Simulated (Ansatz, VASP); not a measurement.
# SrO: VASP beside Ansatz

File POSCAR:

```
SrO
1.0
   -0.0129007385      2.5801476905      2.5801476905
    2.5801476905     -0.0129007385      2.5801476905
    2.5672469520      2.5672469520      0.0000000000
Sr O
1 1
Direct
    0.0000000000      0.0000000000      0.0000000000
    0.5000000000      0.5000000000      0.5000000000
```

INCAR.step1

```
PREC     = Accurate       # precision mode
ENCUT    = 520            # plane-wave cutoff, eV
ISMEAR   = 0              # smearing method
SIGMA    = 0.05           # smearing width, eV
LREAL    = False          # projectors in reciprocal space
LASPH    = True           # aspherical terms in the spheres
NELM     = 60             # most SCF steps
NBANDS   = 15             # bands
GGA      = PE             # functional
ALGO     = Normal         # electronic algorithm
EDIFF    = 1E-4           # SCF threshold, eV
LWAVE    = True           # write WAVECAR
LCHARG   = False          # write CHGCAR
```

The input INCAR.step2:

```
PREC     = Accurate       # precision mode
ENCUT    = 520            # plane-wave cutoff, eV
EDIFF    = 1E-7           # SCF threshold, eV
ISMEAR   = 0              # smearing method
SIGMA    = 0.05           # smearing width, eV
LREAL    = False          # projectors in reciprocal space
LASPH    = True           # aspherical terms in the spheres
NELM     = 60             # most SCF steps
ALGO     = Normal         # electronic algorithm
ISIF     = 2              # what is computed and relaxed
LWAVE    = False          # write WAVECAR
LCHARG   = True           # write CHGCAR
METAGGA  = R2SCAN         # meta-GGA
LMIXTAU  = True         
LELF     = True           # ELF
LVHAR    = True         
NBANDS   = 15             # bands
ISTART   = 1
```

File KPOINTS:

```
regular mesh
0
Gamma
  8 8 8
```

Input for Ansatz:

```yaml
crystal:
  lattice:
    - [-0.0129007385, 2.5801476905, 2.5801476905]
    - [2.5801476905, -0.0129007385, 2.5801476905]
    - [2.567246952, 2.567246952, 0.0]
  atoms:
    - { symbol: Sr, position: [0.0, 0.0, 0.0] }
    - { symbol: O, position: [0.5, 0.5, 0.5] }
basis:
  ecutwfc: 500
kpoints:
  mp_grid: { grid: [8, 8, 8] }
hamiltonian:
  xc: r2scan
scf:
  occupations: { method: gaussian, width: 0.05 }
output:
  forces: true
  stress: true
  eigenvalues: true
```

Change from the starting cell: strain -0.0100 x Voigt [0, 0, 0, 0, 0, 1], atoms carried along.

Alike in both runs: task single point; functional r2SCAN; k mesh 8 × 8 × 8; occupations gaussian, width 0.05 eV; no spin polarisation.

```csv
,VASP,Ansatz
version,VASP 6.6.1,Ansatz 0.2.0
potentials or method,"VASP PAW PBE potentials, release 64 (Sr_sv, O), cutoff 520 eV","scalar-relativistic, plane waves, PAW"
valence electrons in the cell,16,16
```

|  | VASP | Ansatz | Ansatz less VASP |
| --- | --- | --- | --- |
| gap on the k mesh at the Fermi level (eV) | 3.74 | 3.79 | +0.052 |
| least direct gap on the mesh (eV) | 3.83 | 3.87 | +0.040 |
| pressure (GPa) | 0.5 | 0.0 | -0.52 |
| traceless stress, the component that is largest in VASP (GPa) | 0.55 | 0.55 | +0.001 |

VASP's potentials were made for PBE, not for r2SCAN. The functional is the same, so the differences come from potentials, cutoffs and numerics.
